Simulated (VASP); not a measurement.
Runs of VASP 6.6.1 on Ti. The structure is that of space group P6_3/mmc (No. 194), or close to it. The cells are those of the table. 

```tsv
cell	cutoff (eV)	gap on the mesh (eV)	pressure (GPa)	largest force (eV/Å)
a = 3.009, b = 3.009, c = 4.686 Å, angles 90.0, 90.0, 120.0°, 2 atoms	400	none	(a)	-
a = 3.038, b = 3.038, c = 4.686 Å, angles 90.0, 90.0, 120.0°, 2 atoms	400	none	-11.6	-
a = 2.950, b = 2.963, c = 4.686 Å, angles 90.2, 90.6, 120.4°, 2 atoms	520	none	-6.0	0.03
a = 2.950, b = 2.950, c = 4.827 Å, angles 90.0, 90.0, 120.0°, 2 atoms	400	none	-9.4	-
a = 2.891, b = 2.891, c = 4.686 Å, angles 90.0, 90.0, 120.0°, 2 atoms	400	none	-2.6	-
a = 2.950, b = 2.937, c = 4.686 Å, angles 89.8, 89.4, 119.6°, 2 atoms	520	none	-6.0	0.03
a = 2.979, b = 2.979, c = 4.732 Å, angles 90.0, 90.0, 120.0°, 2 atoms	520	none	(b)	-
a = 2.861, b = 2.861, c = 4.686 Å, angles 90.0, 90.0, 120.0°, 2 atoms	400	none	-0.3	-
```

Alike in all rows: task electric field gradients; level PBEsol; potentials or basis VASP PAW PBE potentials, release 64 (Ti_sv); no spin polarisation; k mesh 13 × 13 × 7; smearing fermi-dirac 0.08 eV.

Task: Fill in the values left out.

Result: (a) -10.1; (b) -8.7.

Caveats: the PAW data sets were made with another functional, which shifts forces and pressure a little; the cell stands under tension (at least some runs).

A gap of «none» marks levels without a gap at the run's occupations.
